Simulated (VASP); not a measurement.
# Li27H26Br (a cell with a defect) in VASP: single point with PBE

Aim: the single point of Li27H26Br (a cell with a defect) with PBE.

Everything below comes from runs of VASP 6.6.1. Logs are shortened: lines on timing, memory, paths and dates and some standing lists are left out, and cuts for length are marked.

## (1) The cell of the first run

The cell holds a defect, 54 atoms: a = 8.641 Å, b = 8.641 Å, c = 8.641 Å, α = 60.00°, β = 60.00°, γ = 60.00°.

## (2) Single point, PBE

INCAR reads:

```
SYSTEM = Li27H26Br
PREC     = Accurate       ! precision mode
ENCUT    = 520            ! plane-wave cutoff, eV
EDIFF    = 1E-7           ! SCF threshold, eV
ISMEAR   = -1             ! smearing method
SIGMA    = 0.01           ! smearing width, eV
LREAL    = Auto         
LASPH    = .True.         ! aspherical terms in the spheres
NELM     = 80             ! most SCF steps
ALGO     = Normal         ! electronic algorithm
ISIF     = 2              ! what is computed and relaxed
LWAVE    = .False.        ! write WAVECAR
LCHARG   = .False.        ! write CHGCAR
GGA      = PE             ! functional
NBANDS   = 90             ! bands
```

KPOINTS reads:

```
regular mesh
0
Gamma
  3 3 3
  0 0 0
```

POSCAR reads:

```
Li27H26Br
1.0
    0.0000000000      6.1102500000      6.1102500000
    6.1102500000      0.0000000000      6.1102500000
    6.1102500000      6.1102500000      0.0000000000
Li Br H
27 1 26
Direct
   -0.0003292435     -0.0003292435     -0.0003292435
   -0.0226924067     -0.0226924067      0.3560257401
   -0.0003292435     -0.0003292435      0.6676543973
   -0.0226924067      0.3560257401     -0.0226924067
   -0.0226924067      0.3560257401      0.3560257401
    0.0023892052      0.3309441282      0.6666666667
   -0.0003292435      0.6676543973     -0.0003292435
    0.0023892052      0.6666666667      0.3309441282
    0.0023892052      0.6666666667      0.6666666667
    0.3560257401     -0.0226924067     -0.0226924067
    0.3560257401     -0.0226924067      0.3560257401
    0.3309441282      0.0023892052      0.6666666667
    0.3560257401      0.3560257401     -0.0226924067
    0.3336625769      0.3336625769      0.3336625769
    0.3336625769      0.3336625769      0.6656789360
    0.3309441282      0.6666666667      0.0023892052
    0.3336625769      0.6656789360      0.3336625769
    0.3309441282      0.6666666667      0.6666666667
    0.6676543973     -0.0003292435     -0.0003292435
    0.6666666667      0.0023892052      0.3309441282
    0.6666666667      0.0023892052      0.6666666667
    0.6666666667      0.3309441282      0.0023892052
    0.6656789360      0.3336625769      0.3336625769
    0.6666666667      0.3309441282      0.6666666667
    0.6666666667      0.6666666667      0.0023892052
    0.6666666667      0.6666666667      0.3309441282
    0.6666666667      0.6666666667      0.6666666667
    0.1666666667      0.1666666667      0.1666666667
    0.1666666667      0.1666666667      0.5097970085
    0.1666666667      0.1666666667      0.8235363248
    0.1666666667      0.5097970085      0.1666666667
    0.1656018022      0.5003549548      0.5003549548
    0.1666666667      0.5097970085      0.8235363248
    0.1666666667      0.8235363248      0.1666666667
    0.1666666667      0.8235363248      0.5097970085
    0.1677315311      0.8329783785      0.8329783785
    0.5097970085      0.1666666667      0.1666666667
    0.5003549548      0.1656018022      0.5003549548
    0.5097970085      0.1666666667      0.8235363248
    0.5003549548      0.5003549548      0.1656018022
    0.5003549548      0.5003549548      0.5003549548
    0.5049271151      0.5049271151      0.8284062182
    0.5097970085      0.8235363248      0.1666666667
    0.5049271151      0.8284062182      0.5049271151
    0.5049271151      0.8284062182      0.8284062182
    0.8235363248      0.1666666667      0.1666666667
    0.8235363248      0.1666666667      0.5097970085
    0.8329783785      0.1677315311      0.8329783785
    0.8235363248      0.5097970085      0.1666666667
    0.8284062182      0.5049271151      0.5049271151
    0.8284062182      0.5049271151      0.8284062182
    0.8329783785      0.8329783785      0.1677315311
    0.8284062182      0.8284062182      0.5049271151
    0.8329783785      0.8329783785      0.8329783785
```

Potentials or basis: VASP PAW PBE potentials, release 64 (Li_sv, Br, H).

On the command line:

```sh
cat potpaw_PBE.64/Li_sv/POTCAR potpaw_PBE.64/Br/POTCAR potpaw_PBE.64/H/POTCAR > POTCAR
mpirun -np 1 vasp_std > vasp.out
```

OUTCAR:

```text
SYSTEM = Li27H26Br
   PREC = Accurate
   ENCUT = 520
   EDIFF = 1E-7
   ISMEAR = -1
   LREAL = Auto
   LASPH = .True.
   NELM = 80
   ISIF = 2
   GGA = PE

 ion  position               nearest neighbor table
   1  1.000  1.000  1.000-
   2  0.977  0.977  0.356-  28 2.31
   3  1.000  1.000  0.668-
   4  0.977  0.356  0.977-  28 2.31
   5  0.977  0.356  0.356-  28 2.31
   6  0.002  0.331  0.667-
   7  1.000  0.668  1.000-
   8  0.002  0.667  0.331-
   9  0.002  0.667  0.667-
  10  0.356  0.977  0.977-  28 2.31
  11  0.356  0.977  0.356-  28 2.31
  12  0.331  0.002  0.667-
  13  0.356  0.356  0.977-  28 2.31
  14  0.334  0.334  0.334-
  15  0.334  0.334  0.666-
  16  0.331  0.667  0.002-
  17  0.334  0.666  0.334-
  18  0.331  0.667  0.667-
  19  0.668  1.000  1.000-
  20  0.667  0.002  0.331-
  21  0.667  0.002  0.667-
  22  0.667  0.331  0.002-
  23  0.666  0.334  0.334-
  24  0.667  0.331  0.667-
  25  0.667  0.667  0.002-
  26  0.667  0.667  0.331-
  27  0.667  0.667  0.667-
  28  0.167  0.167  0.167-   5 2.31  11 2.31  13 2.31  10 2.31   4 2.31   2 2.31
  29  0.167  0.167  0.510-
  30  0.167  0.167  0.824-
  31  0.167  0.510  0.167-
  32  0.166  0.500  0.500-
  33  0.167  0.510  0.824-
  34  0.167  0.824  0.167-
[... 18 lines left out ...]
  53  0.828  0.828  0.505-
  54  0.833  0.833  0.833-

  LATTYP: Found a face centered cubic cell.
 ALAT       =    12.2205000000

  Lattice vectors:

 A1 = (   0.0000000000,   6.1102500000,   6.1102500000)
 A2 = (   6.1102500000,   0.0000000000,   6.1102500000)
 A3 = (   6.1102500000,   6.1102500000,   0.0000000000)

Analysis of symmetry for initial positions (statically):
=====================================================================
 Subroutine PRICEL returns:
 Original cell was already a primitive cell.

 Routine SETGRP: Setting up the symmetry group for a
 face centered cubic supercell.

 Subroutine GETGRP returns: Found 48 space group operations
 (whereof  6 operations were pure point group operations)
 out of a pool of 48 trial point group operations.

The static configuration has the point symmetry C_3v.
 The point group associated with its full space group is O_h .

Analysis of symmetry for dynamics (positions and initial velocities):
=====================================================================
 Subroutine PRICEL returns:
 Original cell was already a primitive cell.

 Routine SETGRP: Setting up the symmetry group for a
 face centered cubic supercell.

 Subroutine GETGRP returns: Found 48 space group operations
 (whereof  6 operations were pure point group operations)
 out of a pool of 48 trial point group operations.

The dynamic configuration has the point symmetry C_3v.
 The point group associated with its full space group is O_h .

 Subroutine INISYM returns: Found 48 space group operations
 (whereof  6 operations are pure point group operations),
 and found     1 'primitive' translations

----------------------------------------------------------------------------------------

                                     Primitive cell

  volume of cell :     456.2543

  direct lattice vectors                    reciprocal lattice vectors
     0.000000000  6.110250000  6.110250000    -0.081829712  0.081829712  0.081829712
     6.110250000  0.000000000  6.110250000     0.081829712 -0.081829712  0.081829712
     6.110250000  6.110250000  0.000000000     0.081829712  0.081829712 -0.081829712

  length of vectors
     8.641198419  8.641198419  8.641198419     0.141733219  0.141733219  0.141733219

  position of ions in fractional coordinates (direct lattice)
     0.999670757  0.999670757  0.999670757
     0.977307593  0.977307593  0.356025740
     0.999670757  0.999670757  0.667654397
     0.977307593  0.356025740  0.977307593
     0.977307593  0.356025740  0.356025740
     0.002389205  0.330944128  0.666666667
[... 46 lines left out ...]
     0.828406218  0.828406218  0.504927115
     0.832978379  0.832978379  0.832978379

  ion indices of the primitive-cell ions
   primitive index   ion index
                 1           1
                 2           2
                 3           3
                 4           4
                 5           5
                 6           6
[... 46 lines left out ...]
                53          53
                54          54

----------------------------------------------------------------------------------------

 KPOINTS: regular mesh

Automatic generation of k-mesh.
 Grid dimensions read from file:
 generate k-points for:    3    3    3

 Generating k-lattice:

  Cartesian coordinates                     Fractional coordinates (reciprocal lattice)
    -0.027276571  0.027276571  0.027276571     0.333333333  0.000000000  0.000000000
     0.027276571 -0.027276571  0.027276571     0.000000000  0.333333333  0.000000000
     0.027276571  0.027276571 -0.027276571     0.000000000  0.000000000  0.333333333

  Length of vectors
     0.047244406  0.047244406  0.047244406

  Shift w.r.t. Gamma in fractional coordinates (k-lattice)
     0.000000000  0.000000000  0.000000000

 Subroutine IBZKPT returns following result:
 ===========================================

 Found      4 irreducible k-points:

 Following reciprocal coordinates:
            Coordinates               Weight
  0.000000  0.000000  0.000000      1.000000
  0.333333  0.000000  0.000000      8.000000
  0.333333  0.333333  0.000000      6.000000
 -0.333333  0.333333  0.000000     12.000000
   k-points           NKPTS =      4   k-points in BZ     NKDIM =      4   number of bands    NBANDS=     90
   number of dos      NEDOS =    301   number of ions     NIONS =     54
   total plane-waves  NPLWV = 262144
   dimension x,y,z NGX =    64 NGY =   64 NGZ =   64
   dimension x,y,z NGXF=   128 NGYF=  128 NGZF=  128
   ions per type =              27   1  26
   NGX,Y,Z   is equivalent  to a cutoff of  12.31, 12.31, 12.31 a.u.
   NGXF,Y,Z  is equivalent  to a cutoff of  24.63, 24.63, 24.63 a.u.
 SYSTEM =  Li27H26Br
   PREC   = accura    normal or accurate (medium, high low for compatibility)
   ISTART =      0    job   : 0-new  1-cont  2-samecut
   ICHARG =      2    charge: 1-file 2-atom 10-const
   ISPIN  =      1    spin polarized calculation?
   LNONCOLLINEAR =      F non collinear calculations
   LSORBIT =      F    spin-orbit coupling
   LASPH  =      T    aspherical Exc in radial PAW
   ENCUT  =  520.0 eV  38.22 Ry    6.18 a.u.  16.07 16.07 16.07*2*pi/ulx,y,z
   NELM   =     80;   NELMIN=  2; NELMDL= -5     # of ELM steps
   EDIFF  = 0.1E-06   stopping-criterion for ELM
   LREAL  =      T    real-space projection
   EDIFFG = 0.1E-05   stopping-criterion for IOM
   NSW    =      0    number of steps for IOM
   IBRION =     -1    ionic relax: 0-MD 1-quasi-New 2-CG
   NFREE  =      0    steps in history (QN), initial steepest desc. (CG)
   ISIF   =      2    stress and relaxation
   ISYM   =      2    0-nonsym 1-usesym 2-fastsym
   POTIM  = 0.5000    time-step for ionic-motion
   TEBEG  =    0.0;   TEEND  =   0.0 temperature during run
   PSTRESS=    0.0 pullay stress
   NELECT =     114.0000    total number of electrons
   NUPDOWN=      -1.0000    fix difference up-down
   EMIN   =  10.00;   EMAX   =-10.00  energy-range for DOS
   EFERMI =   0.00;   METHOD = LEGACY
   ISMEAR =    -1;   SIGMA  =   0.01  broadening in eV -4-tet -1-fermi 0-gaus
   EFERMI_NEDOS =   21; number of points for ismear=-14 and -15
   IALGO  =     38    algorithm
   IMIX   =      4    mixing-type and parameters
     AMIX     =   0.40;   BMIX     =  1.00
     AMIX_MAG =   1.60;   BMIX_MAG =  1.00
  volume/ion in A,a.u.               =       8.45        57.02
  Fermi-wavevector in a.u.,A,eV,Ry     =   1.031116  1.948526 14.465713  1.063200
  Thomas-Fermi vector in A             =   2.165248
   LORBIT       =      0    0 simple, 1 ext, 2 COOP (PROOUT), +10 PAW based schemes
   GGA     = PE    functional components
   LHFCALC =     F    Hartree Fock is set to
   AEXX    =    0.0000 exact exchange contribution
   IVDW    =     0    specifies the selected vdW correction
   LEPSILON=     F    determine dielectric tensor
   LRPA    =     F    only Hartree local field effects (RPA)
 non-spin polarized calculation
  energy-cutoff  :      520.00
  volume of cell :      456.25
 maximum number of plane-waves:     12339
   NGX = 33   NGY = 33   NGZ = 33

 number of electron     114.0000030 magnetization

 Free energy of the ion-electron system (eV)
  ---------------------------------------------------
  ext. energy  EPLUGINS =         0.00000000
  ---------------------------------------------------
  free energy    TOTEN  =      -163.89140141 eV

  energy without entropy =     -163.89140141  energy(sigma->0) =     -163.89140141

 E-fermi :   0.4962     XC(G=0):  -8.5416

 val. band max:        0.1134414629   @ k =  -0.3333   0.3333   0.0000
 cond. band min:       3.6434289485   @ k =  -0.3333   0.3333   0.0000
 fundamental gap:      3.5299874856
 Fermi energy:         0.4962194477

 k-point     1 :       0.0000    0.0000    0.0000
  band No.  band energies     occupation
      1     -44.2399      2.00000
      2     -44.2347      2.00000
      3     -44.2347      2.00000
      4     -44.2347      2.00000
      5     -44.2323      2.00000
      6     -44.2323      2.00000
[... 61 lines left out ...]
     68       6.0419      0.00000
     69       6.0419      0.00000

 k-point     2 :       0.3333    0.0000    0.0000
  band No.  band energies     occupation
      1     -44.2394      2.00000
      2     -44.2352      2.00000
      3     -44.2345      2.00000
      4     -44.2345      2.00000
      5     -44.2325      2.00000
      6     -44.2325      2.00000
[... 61 lines left out ...]
     68       5.6290      0.00000
     69       5.6290      0.00000

 k-point     3 :       0.3333    0.3333    0.0000
  band No.  band energies     occupation
      1     -44.2392      2.00000
      2     -44.2347      2.00000
      3     -44.2347      2.00000
      4     -44.2347      2.00000
      5     -44.2328      2.00000
      6     -44.2322      2.00000
[... 61 lines left out ...]
     68       6.1699      0.00000
     69       6.1699      0.00000

 k-point     4 :      -0.3333    0.3333    0.0000
  band No.  band energies     occupation
      1     -44.2391      2.00000
      2     -44.2351      2.00000
      3     -44.2348      2.00000
      4     -44.2345      2.00000
      5     -44.2327      2.00000
      6     -44.2325      2.00000
[... 61 lines left out ...]
     68       5.5877      0.00000
     69       5.6231      0.00000
 [bands above 69 left out]

------------------------ aborting loop because EDIFF is reached ----------------------------------------

  FORCE on cell =-STRESS in cart. coord.  units (eV):
  Direction    XX          YY          ZZ          XY          YZ          ZX
  --------------------------------------------------------------------------------------
  -------------------------------------------------------------------------------------
  Total        2.9344823      2.9344823      2.9344823     -0.0000000     -0.0000000     -0.0000000
  in kB       10.3046948     10.3046948     10.3046948     -0.0000000     -0.0000000     -0.0000000
  external PRESSURE =      10.3046948 kB  Pullay stress =       0.0000000 kB

 VOLUME and BASIS-vectors are now :
 -----------------------------------------------------------------------------
  energy-cutoff  :      520.00
  volume of cell :      456.25
      direct lattice vectors                 reciprocal lattice vectors
     0.000000000  6.110250000  6.110250000    -0.081829712  0.081829712  0.081829712
     6.110250000  0.000000000  6.110250000     0.081829712 -0.081829712  0.081829712
     6.110250000  6.110250000  0.000000000     0.081829712  0.081829712 -0.081829712

 POSITION                                       TOTAL-FORCE (eV/Angst)
 -----------------------------------------------------------------------------------
     12.21648     12.21648     12.21648        -0.015050     -0.015050     -0.015050
      8.14700      8.14700     11.94319         0.000000     -0.000000     -0.018693
     10.18777     10.18777     12.21648         0.015050      0.015050     -0.015050
      8.14700     11.94319      8.14700         0.000000     -0.018693      0.000000
      4.35081      8.14700      8.14700         0.018693     -0.000000      0.000000
      6.09565      4.08810      2.03675         0.009238     -0.009238      0.000000
[... 46 lines left out ...]
      8.14700      8.14700     10.12354         0.000000     -0.000000     -0.002633
     10.17941     10.17941     10.17941         0.002281      0.002281      0.002281
 -----------------------------------------------------------------------------------
    total drift:                               -0.000020     -0.000020     -0.000019

  FREE ENERGIE OF THE ION-ELECTRON SYSTEM (eV)
  ---------------------------------------------------
  free  energy   TOTEN  =      -163.8914014084 eV

  energy  without entropy=     -163.8914014084  energy(sigma->0) =     -163.89140141
```

Wall time 14 min (1 thread of AMD EPYC 7R13 (Zen 3), shared host); peak memory 0.57 GiB.

What came out:

```yaml
Free_energy: -163.8914 eV
Largest_force: 0.026 eV/Å
Band_gap_on_the_k_mesh: 3.53 eV
```

Forces on the atoms (eV/Å):
```
Li  -0.015 -0.015 -0.015
Li   0.000  0.000 -0.019
Li   0.015  0.015 -0.015
Li   0.000 -0.019  0.000
Li   0.019  0.000  0.000
Li   0.009 -0.009  0.000
Li   0.015 -0.015  0.015
Li   0.009  0.000 -0.009
Li   0.000 -0.009 -0.009
Li  -0.019  0.000  0.000
Li   0.000  0.019  0.000
Li  -0.009  0.009  0.000
Li   0.000  0.000  0.019
Li   0.015  0.015  0.015
Li  -0.015 -0.015  0.015
Li  -0.009  0.000  0.009
Li  -0.015  0.015 -0.015
Li   0.000  0.009  0.009
Li  -0.015  0.015  0.015
Li   0.000  0.009 -0.009
Li  -0.009  0.000 -0.009
Li   0.000 -0.009  0.009
Li   0.015 -0.015 -0.015
Li   0.009  0.000  0.009
Li  -0.009 -0.009  0.000
Li   0.009  0.009  0.000
Li   0.000  0.000  0.000
Br   0.000  0.000  0.000
H    0.007  0.007  0.000
H   -0.007 -0.007  0.000
H    0.007  0.000  0.007
H   -0.002  0.002  0.002
H    0.000 -0.007  0.007
H   -0.007  0.000 -0.007
H    0.000  0.007 -0.007
H    0.002 -0.002 -0.002
H    0.000  0.007  0.007
H    0.002 -0.002  0.002
H   -0.007  0.000  0.007
H    0.002  0.002 -0.002
H   -0.002 -0.002 -0.002
H    0.000  0.000  0.003
H   -0.007  0.007  0.000
H    0.000  0.003  0.000
H   -0.003  0.000  0.000
H    0.000 -0.007 -0.007
H    0.007  0.000 -0.007
H   -0.002  0.002 -0.002
H    0.007 -0.007  0.000
H    0.003  0.000  0.000
H    0.000 -0.003  0.000
H   -0.002 -0.002  0.002
H    0.000  0.000 -0.003
H    0.002  0.002  0.002
```

Caveat: the cutoff is under 1.25 times the usual one of these potentials, so pressure, stress and relaxed cells hold a basis-set (Pulay) error.
